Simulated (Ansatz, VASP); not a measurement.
One calculation of TaN, two programs

INCAR

```
SYSTEM = TaN
PREC = Accurate
ENCUT = 520
EDIFF = 1E-6
ISMEAR = 0
SIGMA = 0.15
LREAL = .False.
LASPH = .True.
NELM = 60
ALGO = Normal
ISIF = 2
LWAVE = .False.
LCHARG = .False.
GGA = PE
NBANDS = 15
```

Contents of KPOINTS:

```
Automatic mesh
0
Gamma
  24 24 24
  0 0 0
```

File POSCAR:

```
TaN
1.0
    0.0000000000      2.2086347786      2.2086347786
    2.2086347786      0.0000000000      2.2086347786
    2.2086347786      2.2086347786      0.0000000000
Ta N
1 1
Direct
    0.4660423712      0.4660423712      0.5339576288
    0.0000000000      0.0000000000      0.0000000000
```

Input for Ansatz:

```yaml
crystal:
  lattice:
    - [0.0, 2.2086347786, 2.2086347786]
    - [2.2086347786, 0.0, 2.2086347786]
    - [2.2086347786, 2.2086347786, 0.0]
  atoms:
    - { symbol: Ta, position: [0.4660423712, 0.4660423712, 0.5339576288] }
    - { symbol: "N", position: [0.0, 0.0, 0.0] }
basis:
  ecutwfc: 420
kpoints:
  mp_grid: { grid: [24, 24, 24] }
hamiltonian:
  xc: pbe
scf:
  occupations: { method: gaussian, width: 0.15 }
output:
  forces: true
  stress: true
  eigenvalues: true
```

Change from the starting cell: all Ta atoms moved -0.150 Å, as atom 1 along Cartesian [0 0 1].

Alike in both runs: task single point; functional PBE; k mesh 24 × 24 × 24; occupations gaussian, width 0.15 eV; no spin polarisation.

```csv
,VASP,Ansatz
version,VASP 6.6.1,Ansatz 0.2.0
potentials or method,"VASP PAW PBE potentials, release 64 (Ta_pv, N), cutoff 520 eV","scalar-relativistic, plane waves, PAW"
valence electrons in the cell,16,18
```

VASP gave:

* gap on the k mesh at the Fermi level (eV): none
* pressure (GPa): 4.4
* traceless stress, the component that is largest in VASP (GPa): 6.93
* rms of the force components (eV/Å): 0.741

Estimate Ansatz's values.

gap on the k mesh at the Fermi level (eV): none; pressure (GPa): 3.6; traceless stress, the component that is largest in VASP (GPa): 6.82; rms of the force components (eV/Å): 0.736.

Atom by atom the forces differ by 0.006 eV/Å (rms over components). A gap of «none» marks a metal or a gap that the smearing closes. VASP's potentials hold 16 valence electrons a cell and Ansatz's 18, so a difference there can come from the potentials and not from the codes.

Neither program's run includes spin-orbit coupling.
